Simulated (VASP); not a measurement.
Runs of VASP 6.6.1 on CO2. The structure is that of space group I-42d (No. 122), or close to it. The cells are those of the table. 

```tsv
task	cell	cutoff (eV)	smearing	gap on the mesh (eV)	pressure (GPa)	largest force (eV/Å)
relaxation of shape and atoms at fixed volume	relaxed from a = 4.173 Å, angles 121.9, 121.9, 86.8°, 6 atoms	600	gaussian 0.02 eV	7.49	-7.1	-
single point	a = 4.101 Å, angles 122.4, 122.4, 86.0°, 6 atoms	520	gaussian 0.1 eV	7.66	1.6	0.08
relaxation of shape and atoms at fixed volume	relaxed from a = 4.140 Å, angles 122.2, 122.2, 86.3°, 6 atoms	600	gaussian 0.02 eV	(c)	-3.7	-
relaxation of shape and atoms at fixed volume	relaxed from a = 4.218 Å, angles 121.6, 121.6, 87.3°, 6 atoms	600	gaussian 0.02 eV	7.30	-11.1	-
relaxation of shape and atoms at fixed volume	relaxed from a = 4.058 Å, angles 122.2, 122.2, 86.3°, 6 atoms	600	gaussian 0.02 eV	7.67	4.7	-
relaxation of cell and atoms	relaxed from a = 3.881 Å, angles 125.5, 125.5, 80.6°, 6 atoms	600	gaussian 0.1 eV	(a)	-0.7	0.02
relaxation of cell and atoms	relaxed from a = 4.101 Å, angles 122.4, 122.4, 86.0°, 6 atoms	600	gaussian 0.02 eV	7.63	0.1	-
single point	a = 4.100 Å, angles 122.2, 122.2, 86.3°, 6 atoms	520	gaussian 0.02 eV	(b)	1.4	0.08
```

Alike in all rows: level PBE; potentials or basis VASP PAW PBE potentials, release 64 (C, O); no spin polarisation; k mesh 8 × 8 × 8.

Question: Estimate the missing entries.

Answer: (a) 7.60; (b) 7.64; (c) 7.57.

Caveats: the relaxation stopped at a loose force limit of 0.05 eV/Å, so its end isn't a converged minimum (some runs).

A k mesh can miss the band edges.
